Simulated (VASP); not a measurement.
Here is a VASP 6.6.1 calculation.

Contents of INCAR:

```
SYSTEM = Ni2H
PREC = Accurate
ENCUT = 520
EDIFF = 1E-7
ISMEAR = -1
SIGMA = 0.05
LREAL = .False.
LASPH = .True.
NELM = 150
ALGO = Normal
ISIF = 2
LWAVE = .False.
LCHARG = .False.
ISPIN = 2
MAGMOM = 0.45 0.45 0
LORBIT = 11
NUPDOWN = 0.9
LMAXMIX = 4
GGA = PS
NBANDS = 22
```

File KPOINTS:

```
Automatic mesh
0
Gamma
  12 12 6
  0 0 0
```

POSCAR

```
Ni2H
1.0
    2.6430021000      0.0000000000      0.0000000000
   -1.3215010500      2.2889069600      0.0000000000
    0.0000000000      0.0000000000      4.3080000000
Ni H
2 1
Direct
    0.3333333300      0.6666666700      0.2610000000
    0.6666666700      0.3333333300      0.7960000000
    0.0000000000      0.0000000000      0.0280000000
```

Potentials or basis: VASP PAW PBE potentials, release 64 (Ni, H).

The run is started by

```sh
$ cat potpaw_PBE.64/Ni/POTCAR potpaw_PBE.64/H/POTCAR > POTCAR
$ mpirun -np 1 vasp_std > vasp.out
```

Problem. What does it give for the pressure?

Solution. -16.1 GPa.

Problem. Estimate the largest force.

Solution. 1.049 eV/Å.

Forces in eV/Å, atoms in the order of the input:
```
Ni   0.000  0.000  1.046
Ni   0.000  0.000 -1.049
H    0.000  0.000  0.003
```

Caveat: the cell stands under tension; the PAW data sets were made with another functional, which shifts forces and pressure a little; the total moment is fixed, so each spin has its own Fermi level and the state may be an excited one.
